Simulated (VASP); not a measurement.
Input of a VASP 6.6.1 run:

INCAR

```
SYSTEM = ZnCu
PREC = Accurate
ENCUT = 520
EDIFF = 1E-6
ISMEAR = -1
SIGMA = 0.05
LREAL = .False.
LASPH = .True.
NELM = 60
ALGO = Normal
ISIF = 2
LWAVE = .False.
LCHARG = .False.
GGA = PS
NBANDS = 18
```

KPOINTS

```
Automatic mesh
0
Gamma
  14 14 14
  0 0 0
```

Contents of POSCAR:

```
ZnCu
1.0
    3.0039000000      0.0000000000      0.0000000000
    0.0000000000      3.0039000000      0.0000000000
    0.0000000000      0.0000000000      2.9450000000
Zn Cu
1 1
Direct
    0.5000000000      0.5000000000      0.5000000000
    0.0000000000      0.0000000000      0.0000000000
```

Potentials or basis: VASP PAW PBE potentials, release 64 (Zn, Cu).

Command:

```console
$ cat potpaw_PBE.64/Zn/POTCAR potpaw_PBE.64/Cu/POTCAR > POTCAR
$ mpirun -np 1 vasp_std > vasp.out
```

(1) Estimate the band gap on the k mesh.

(2) Predict the pressure.

Results:

(1) zero (an odd number of electrons rules out a gap without spin polarisation).

(2) -8.2 GPa.

Caveat: the cell differs from its parent crystal (equal xx and yy strain of +2 %); the cell stands under tension; the PAW data sets were made with another functional, which shifts forces and pressure a little.
